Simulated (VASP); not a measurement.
# NaF (P6_3/mmc) in VASP: further runs

Runs on NaF. Level: PBE. Tasks: single point.

Program: VASP 6.6.1. These are calculated values, not measurements. Logs are shortened: lines on timing, memory, paths and dates and some standing lists are left out, and cuts for length are marked.

## 1. The cell of the first run

Symmetry: P6_3/mmc, No. 194, hexagonal system. Conventional cell: a = 3.254 Å, b = 3.254 Å, c = 5.694 Å, α = 90.00°, β = 90.00°, γ = 120.00°. Within 3.1 Å of Na (site symmetry -3m) lie 6 F at 2.36 Å and 2 Na at 2.85 Å. F (site symmetry -6m2) has 6 Na at 2.36 Å within 3.1 Å.

## 2. Single point, PBE

Contents of INCAR:

```
PREC = Accurate ; ENCUT = 520
EDIFF = 1E-6 ; ISMEAR = 0
SIGMA = 0.02 ; LREAL = False
LASPH = True ; NELM = 60
ALGO = Normal ; ISIF = 2
LWAVE = False ; LCHARG = False
GGA = PE ; NBANDS = 22
```

Contents of KPOINTS:

```
Automatic mesh
0
Gamma
  9 9 6
```

Contents of POSCAR:

```
NaF
1.0
    3.2538942278      0.0000000000      0.0000000000
   -1.6269471139      2.8179550625      0.0000000000
    0.0000000000      0.0000000000      5.6937540952
Na F
2 2
Direct
    0.0000000000      0.0000000000      0.0000000000
    0.0000000000      0.0000000000      0.5000000000
    0.3333333333      0.6666666667      0.2500000000
    0.6666666667      0.3333333333      0.7500000000
```

Potentials or basis: VASP PAW PBE potentials, release 64 (Na_pv, F).

On the command line:

```
cat potpaw_PBE.64/Na_pv/POTCAR potpaw_PBE.64/F/POTCAR > POTCAR
mpirun -np 1 vasp_std > vasp.out
```

OUTCAR:

```text
PREC = Accurate
   ENCUT = 520
   EDIFF = 1E-6
   ISMEAR = 0
   LREAL = False
   LASPH = True
   NELM = 60
   ISIF = 2
   GGA = PE

 ion  position               nearest neighbor table
   1  0.000  0.000  0.000-
   2  0.000  0.000  0.500-
   3  0.333  0.667  0.250-
   4  0.667  0.333  0.750-

  LATTYP: Found a hexagonal cell.
 ALAT       =     3.2538942278
 C/A-ratio  =     1.7498276516

  Lattice vectors:

 A1 = (   3.2538942278,   0.0000000000,   0.0000000000)
 A2 = (  -1.6269471139,   2.8179550625,   0.0000000000)
 A3 = (   0.0000000000,   0.0000000000,   5.6937540952)

Analysis of symmetry for initial positions (statically):
=====================================================================
 Subroutine PRICEL returns:
 Original cell was already a primitive cell.

 Routine SETGRP: Setting up the symmetry group for a
 hexagonal supercell.

 Subroutine GETGRP returns: Found 24 space group operations
 (whereof 12 operations were pure point group operations)
 out of a pool of 24 trial point group operations.

The static configuration has the point symmetry D_3d.
 The point group associated with its full space group is D_6h.

Analysis of symmetry for dynamics (positions and initial velocities):
=====================================================================
 Subroutine PRICEL returns:
 Original cell was already a primitive cell.

 Routine SETGRP: Setting up the symmetry group for a
 hexagonal supercell.

 Subroutine GETGRP returns: Found 24 space group operations
 (whereof 12 operations were pure point group operations)
 out of a pool of 24 trial point group operations.

The dynamic configuration has the point symmetry D_3d.
 The point group associated with its full space group is D_6h.

 Subroutine INISYM returns: Found 24 space group operations
 (whereof 12 operations are pure point group operations),
 and found     1 'primitive' translations

----------------------------------------------------------------------------------------

                                     Primitive cell

  volume of cell :      52.2079

  direct lattice vectors                    reciprocal lattice vectors
     3.253894228  0.000000000  0.000000000     0.307324065  0.177433631  0.000000000
    -1.626947114  2.817955062  0.000000000     0.000000000  0.354867263  0.000000000
     0.000000000  0.000000000  5.693754095     0.000000000  0.000000000  0.175631048

  length of vectors
     3.253894228  3.253894228  5.693754095     0.354867263  0.354867263  0.175631048

  position of ions in fractional coordinates (direct lattice)
     0.000000000  0.000000000  0.000000000
     0.000000000  0.000000000  0.500000000
     0.333333333  0.666666667  0.250000000
     0.666666667  0.333333333  0.750000000

  ion indices of the primitive-cell ions
   primitive index   ion index
                 1           1
                 2           2
                 3           3
                 4           4

----------------------------------------------------------------------------------------

 KPOINTS: Automatic mesh

Automatic generation of k-mesh.
 Grid dimensions read from file:
 generate k-points for:    9    9    6

 Generating k-lattice:

  Cartesian coordinates                     Fractional coordinates (reciprocal lattice)
     0.034147118  0.019714848  0.000000000     0.111111111  0.000000000  0.000000000
     0.000000000  0.039429696  0.000000000     0.000000000  0.111111111  0.000000000
     0.000000000  0.000000000  0.029271841     0.000000000  0.000000000  0.166666667

  Length of vectors
     0.039429696  0.039429696  0.029271841

  Shift w.r.t. Gamma in fractional coordinates (k-lattice)
     0.000000000  0.000000000  0.000000000

 Subroutine IBZKPT returns following result:
 ===========================================

 Found     48 irreducible k-points:

 Following reciprocal coordinates:
            Coordinates               Weight
  0.000000  0.000000  0.000000      1.000000
  0.111111 -0.000000  0.000000      6.000000
  0.222222 -0.000000  0.000000      6.000000
  0.333333 -0.000000  0.000000      6.000000
  0.444444 -0.000000  0.000000      6.000000
  0.111111  0.111111  0.000000      6.000000
[... 16 lines left out ...]
  0.333333  0.222222  0.166667     24.000000
  0.333333  0.333333  0.166667      4.000000
 [... further k-points ...]
   k-points           NKPTS =     48   k-points in BZ     NKDIM =     48   number of bands    NBANDS=     22
   number of dos      NEDOS =    301   number of ions     NIONS =      4
   total plane-waves  NPLWV =  24192
   dimension x,y,z NGX =    24 NGY =   24 NGZ =   42
   dimension x,y,z NGXF=    48 NGYF=   48 NGZF=   84
   ions per type =               2   2
   NGX,Y,Z   is equivalent  to a cutoff of  12.26, 12.26, 12.26 a.u.
   NGXF,Y,Z  is equivalent  to a cutoff of  24.52, 24.52, 24.53 a.u.
 SYSTEM =  unknown system
   PREC   = accura    normal or accurate (medium, high low for compatibility)
   ISTART =      0    job   : 0-new  1-cont  2-samecut
   ICHARG =      2    charge: 1-file 2-atom 10-const
   ISPIN  =      1    spin polarized calculation?
   LNONCOLLINEAR =      F non collinear calculations
   LSORBIT =      F    spin-orbit coupling
   LASPH  =      T    aspherical Exc in radial PAW
   ENCUT  =  520.0 eV  38.22 Ry    6.18 a.u.   6.05  6.05 10.59*2*pi/ulx,y,z
   NELM   =     60;   NELMIN=  2; NELMDL= -5     # of ELM steps
   EDIFF  = 0.1E-05   stopping-criterion for ELM
   LREAL  =      F    real-space projection
[... 7 lines left out ...]
   TEBEG  =    0.0;   TEEND  =   0.0 temperature during run
   PSTRESS=    0.0 pullay stress
   NELECT =      28.0000    total number of electrons
   NUPDOWN=      -1.0000    fix difference up-down
   EMIN   =  10.00;   EMAX   =-10.00  energy-range for DOS
   EFERMI =   0.00;   METHOD = LEGACY
   ISMEAR =     0;   SIGMA  =   0.02  broadening in eV -4-tet -1-fermi 0-gaus
   EFERMI_NEDOS =   21; number of points for ismear=-14 and -15
   IALGO  =     38    algorithm
   IMIX   =      4    mixing-type and parameters
     AMIX     =   0.40;   BMIX     =  1.00
     AMIX_MAG =   1.60;   BMIX_MAG =  1.00
  volume/ion in A,a.u.               =      13.05        88.08
  Fermi-wavevector in a.u.,A,eV,Ry     =   1.330093  2.513512 24.070723  1.769148
  Thomas-Fermi vector in A             =   2.459206
   LORBIT       =      0    0 simple, 1 ext, 2 COOP (PROOUT), +10 PAW based schemes
   GGA     = PE    functional components
   LHFCALC =     F    Hartree Fock is set to
   AEXX    =    0.0000 exact exchange contribution
   IVDW    =     0    specifies the selected vdW correction
   LEPSILON=     F    determine dielectric tensor
   LRPA    =     F    only Hartree local field effects (RPA)
 non-spin polarized calculation
 Gauss-broadening in eV      SIGMA  =   0.02
  energy-cutoff  :      520.00
  volume of cell :       52.21
 maximum number of plane-waves:      1428
   NGX = 13   NGY = 13   NGZ = 21

 number of electron      27.9999984 magnetization

 Free energy of the ion-electron system (eV)
  ---------------------------------------------------
  ext. energy  EPLUGINS =         0.00000000
  ---------------------------------------------------
  free energy    TOTEN  =       -16.96342442 eV

  energy without entropy =      -16.96342442  energy(sigma->0) =      -16.96342442

 E-fermi :  -2.0312     XC(G=0):  -8.9244

 val. band max:       -2.1971021777   @ k =   0.0000   0.0000   0.0000
 cond. band min:       3.7772080488   @ k =   0.0000   0.0000   0.0000
 fundamental gap:      5.9743102265
 Fermi energy:        -2.0312019385

 k-point     1 :       0.0000    0.0000    0.0000
  band No.  band energies     occupation
      1     -22.2240      2.00000
      2     -21.5285      2.00000
      3     -21.5285      2.00000
      4     -21.5007      2.00000
      5     -21.5007      2.00000
      6     -21.4759      2.00000
[... 14 lines left out ...]
     21      18.1246      0.00000
     22      18.1246      0.00000

 k-point     2 :       0.1111   -0.0000    0.0000
  band No.  band energies     occupation
      1     -22.1845      2.00000
      2     -21.6876      2.00000
      3     -21.5319      2.00000
      4     -21.5137      2.00000
      5     -21.5034      2.00000
      6     -21.4741      2.00000
[... 14 lines left out ...]
     21      17.3403      0.00000
     22      17.7518      0.00000

 k-point     3 :       0.2222   -0.0000    0.0000
  band No.  band energies     occupation
      1     -22.0852      2.00000
      2     -21.8567      2.00000
      3     -21.5466      2.00000
      4     -21.5405      2.00000
      5     -21.5104      2.00000
      6     -21.4695      2.00000
[... 14 lines left out ...]
     21      17.3311      0.00000
     22      17.5332      0.00000

 k-point     4 :       0.3333   -0.0000    0.0000
  band No.  band energies     occupation
      1     -22.0651      2.00000
      2     -21.8466      2.00000
      3     -21.5836      2.00000
      4     -21.5503      2.00000
      5     -21.5182      2.00000
      6     -21.4642      2.00000
[... 14 lines left out ...]
     21      17.3689      0.00000
     22      17.5025      0.00000

 k-point     5 :       0.4444   -0.0000    0.0000
  band No.  band energies     occupation
      1     -22.1181      2.00000
      2     -21.7143      2.00000
      3     -21.6075      2.00000
      4     -21.5567      2.00000
      5     -21.5234      2.00000
      6     -21.4608      2.00000
[... 14 lines left out ...]
     21      17.1210      0.00000
     22      17.4014      0.00000

 k-point     6 :       0.1111    0.1111    0.0000
  band No.  band energies     occupation
      1     -22.1118      2.00000
      2     -21.8217      2.00000
      3     -21.5412      2.00000
      4     -21.5355      2.00000
      5     -21.5095      2.00000
      6     -21.4709      2.00000
[... 14 lines left out ...]
     21      17.2326      0.00000
     22      17.9439      0.00000

 k-point     7 :       0.2222    0.1111    0.0000
  band No.  band energies     occupation
      1     -22.0170      2.00000
      2     -21.9166      2.00000
      3     -21.5676      2.00000
      4     -21.5609      2.00000
      5     -21.5196      2.00000
      6     -21.4659      2.00000
[... 324 lines left out ...]
      6     -21.4812      2.00000
[... 14 lines left out ...]
     21      16.2431      0.00000
     22      16.8979      0.00000

 k-point    21 :       0.4444    0.1111    0.1667
  band No.  band energies     occupation
      1     -22.0744      2.00000
      2     -21.6972      2.00000
      3     -21.6746      2.00000
      4     -21.5862      2.00000
      5     -21.5353      2.00000
      6     -21.4788      2.00000
[... 14 lines left out ...]
     21      16.2414      0.00000
     22      16.3502      0.00000

 k-point    22 :       0.2222    0.2222    0.1667
  band No.  band energies     occupation
      1     -21.9809      2.00000
      2     -21.8872      2.00000
      3     -21.6152      2.00000
      4     -21.5823      2.00000
      5     -21.5402      2.00000
      6     -21.4805      2.00000
[... 14 lines left out ...]
     21      15.3605      0.00000
     22      17.0969      0.00000

 k-point    23 :       0.3333    0.2222    0.1667
  band No.  band energies     occupation
      1     -21.9968      2.00000
      2     -21.8112      2.00000
      3     -21.6632      2.00000
      4     -21.5943      2.00000
      5     -21.5552      2.00000
      6     -21.4761      2.00000
[... 14 lines left out ...]
     21      14.8741      0.00000
     22      16.2012      0.00000

 k-point    24 :       0.3333    0.3333    0.1667
  band No.  band energies     occupation
      1     -21.9023      2.00000
      2     -21.9023      2.00000
      3     -21.6758      2.00000
      4     -21.5809      2.00000
      5     -21.5809      2.00000
      6     -21.4743      2.00000
[... 14 lines left out ...]
     21      14.6503      0.00000
     22      16.4883      0.00000

 [... further k-points ...]

------------------------ aborting loop because EDIFF is reached ----------------------------------------

  FORCE on cell =-STRESS in cart. coord.  units (eV):
  Direction    XX          YY          ZZ          XY          YZ          ZX
  --------------------------------------------------------------------------------------
  -------------------------------------------------------------------------------------
  Total       -0.0470190     -0.0470190     -0.0340906      0.0000000      0.0000000      0.0000000
  in kB       -1.4429382     -1.4429382     -1.0461857      0.0000000      0.0000000      0.0000000
  external PRESSURE =      -1.3106874 kB  Pullay stress =       0.0000000 kB

 VOLUME and BASIS-vectors are now :
 -----------------------------------------------------------------------------
  energy-cutoff  :      520.00
  volume of cell :       52.21
      direct lattice vectors                 reciprocal lattice vectors
     3.253894228  0.000000000  0.000000000     0.307324065  0.177433631  0.000000000
    -1.626947114  2.817955062  0.000000000     0.000000000  0.354867263  0.000000000
     0.000000000  0.000000000  5.693754095     0.000000000  0.000000000  0.175631048

 POSITION                                       TOTAL-FORCE (eV/Angst)
 -----------------------------------------------------------------------------------
      0.00000      0.00000      0.00000        -0.000000      0.000000      0.000000
      0.00000      0.00000      2.84688        -0.000000      0.000000      0.000000
     -0.00000      1.87864      1.42344         0.000000      0.000000     -0.000000
      1.62695      0.93932      4.27032        -0.000000      0.000000     -0.000000
 -----------------------------------------------------------------------------------
    total drift:                               -0.000000      0.000000      0.000000

  FREE ENERGIE OF THE ION-ELECTRON SYSTEM (eV)
  ---------------------------------------------------
  free  energy   TOTEN  =       -16.9634244241 eV

  energy  without entropy=      -16.9634244241  energy(sigma->0) =      -16.96342442
```

Run time: 14 s. Hardware: 1 thread of Intel Xeon 6975P-C (Granite Rapids), shared host; peak memory 0.17 GiB.

Results:

```yaml
Free_energy: -16.9634 eV
Pressure: -0.1 GPa
Band_gap_on_the_k_mesh: 5.97 eV
```

Caveat: an odd mesh through Γ misses points on the zone boundary, where band edges can lie.

## 3. Single point, PBE

This run uses another cell than the first one, of 13.16 Å³/atom.

Contents of INCAR:

```
SYSTEM = NaF
PREC = Accurate
ENCUT = 520
EDIFF = 1E-6
ISMEAR = 0
SIGMA = 0.02
LREAL = .FALSE.
LASPH = .TRUE.
NELM = 80
ALGO = Normal
ISIF = 2
LWAVE = .FALSE.
LCHARG = .TRUE.
GGA = PE
LELF = .TRUE.
LVHAR = .TRUE.
NBANDS = 22
```

Contents of KPOINTS:

```
regular mesh
0
G
  9 9 6
  0 0 0
```

Contents of POSCAR:

```
NaF
1.0
    3.2506971870      0.0000000000      0.0000000000
   -1.6253485935      2.8151863439      0.0000000000
    0.0000000000      0.0000000000      5.7511587649
Na F
2 2
Direct
    0.0000000000      0.0000000000      0.0000000000
    0.3333333333      0.6666666667      0.5000000000
    0.6666666667      0.3333333333      0.2500000000
    0.6666666667      0.3333333333      0.7500000000
```

Potentials or basis: VASP PAW PBE potentials, release 64 (Na_pv, F).

On the command line:

```
cat potpaw_PBE.64/Na_pv/POTCAR potpaw_PBE.64/F/POTCAR > POTCAR
mpirun -np 1 vasp_std > vasp.out
```

Run time: 19 s. Hardware: 1 thread of Intel Xeon 6975P-C (Granite Rapids), shared host; peak memory 0.18 GiB.

The run converged. Its results:

```
Free energy            : -16.9151 eV
Pressure               : -0.1 GPa
Band gap on the k mesh : 5.50 eV (least direct gap 5.57 eV)
```

Levels at points of the mesh, in eV from the valence-band top:
```
           k point  band 11  band 12  band 13  band 14  band 15  band 16  band 17  band 18
(0.00, 0.00, 0.00)    -0.39    -0.22    -0.22    -0.06     5.50    10.24    10.61    16.62
(0.00, 0.00, 0.50)    -0.30    -0.30    -0.30    -0.30     7.10     7.10    14.33    14.33
```

Caveat: an odd mesh through Γ misses points on the zone boundary, where band edges can lie.

## 4. Single point, PBE

This run uses another cell than the first one: it holds 8 atoms, not 4.

Contents of INCAR:

```
SYSTEM = NaF
  ALGO = Normal
  EDIFF = 1E-6
  ENCUT = 520
  GGA = PE
  ISIF = 2
  ISMEAR = 0
  LASPH = .True.
  LCHARG = .False.
  LREAL = .False.
  LWAVE = .False.
  NBANDS = 38
  NELM = 80
  PREC = Accurate
  SIGMA = 0.02
```

Contents of KPOINTS:

```
k-points
0
Gamma
  9 9 3
  0 0 0
```

Contents of POSCAR:

```
NaF
1.0
    3.2837363562      0.0000000000      0.0000000000
   -1.6418681781      2.8437991038      0.0000000000
    0.0000000000      0.0000000000     11.2160419930
Na F
4 4
Direct
    0.0000000000      0.0000000000      0.0000000000
    0.3333333333      0.6666666667      0.2500000000
    0.0000000000      0.0000000000      0.5000000000
    0.6666666667      0.3333333333      0.7500000000
    0.6666666667      0.3333333333      0.1221954907
    0.6666666667      0.3333333333      0.3778045093
    0.3333333333      0.6666666667      0.6221954907
    0.3333333333      0.6666666667      0.8778045093
```

On the command line:

```
cat potpaw_PBE.64/Na_pv/POTCAR potpaw_PBE.64/F/POTCAR > POTCAR
mpirun -np 1 vasp_std > vasp.out
```

Wall time 36 s (1 thread of Intel Xeon 6975P-C (Granite Rapids), shared host); peak memory 0.23 GiB.

It converged, with:

| Quantity | Value |
| --- | --- |
| Free energy | -34.0448 eV |
| Pressure | -0.1 GPa |
| Band gap on the k mesh | 5.78 eV |

Levels at points of the mesh, in eV from the valence-band top:
```
           k point  band 26  band 27  band 28  band 29  band 30  band 31
(0.00, 0.00, 0.00)    -0.08    -0.08     0.00     5.78     7.26     7.72
```

Caveat: an odd mesh through Γ misses points on the zone boundary, where band edges can lie.

## 5. Overview

```csv
cell,k mesh,gap on the mesh (eV),pressure (GPa)
"a = 3.254, b = 3.254, c = 5.694 Å, angles 90.0, 90.0, 120.0°, 4 atoms, atomic positions A",9 × 9 × 6,5.97,-0.1
"a = 3.251, b = 3.251, c = 5.751 Å, angles 90.0, 90.0, 120.0°, 4 atoms, atomic positions B",9 × 9 × 6,5.50,-0.1
"a = 3.284, b = 3.284, c = 11.216 Å, angles 90.0, 90.0, 120.0°, 8 atoms, atomic positions C",9 × 9 × 3,5.78,-0.1
```

Alike in all rows: task single point; level PBE; potentials or basis VASP PAW PBE potentials, release 64 (Na_pv, F); no spin polarisation; cutoff (eV) 520; smearing gaussian 0.02 eV.

Caveats: an odd mesh through Γ misses points on the zone boundary, where band edges can lie.

Total energies depend on the potentials used, so only differences within one code and one set of settings carry meaning.
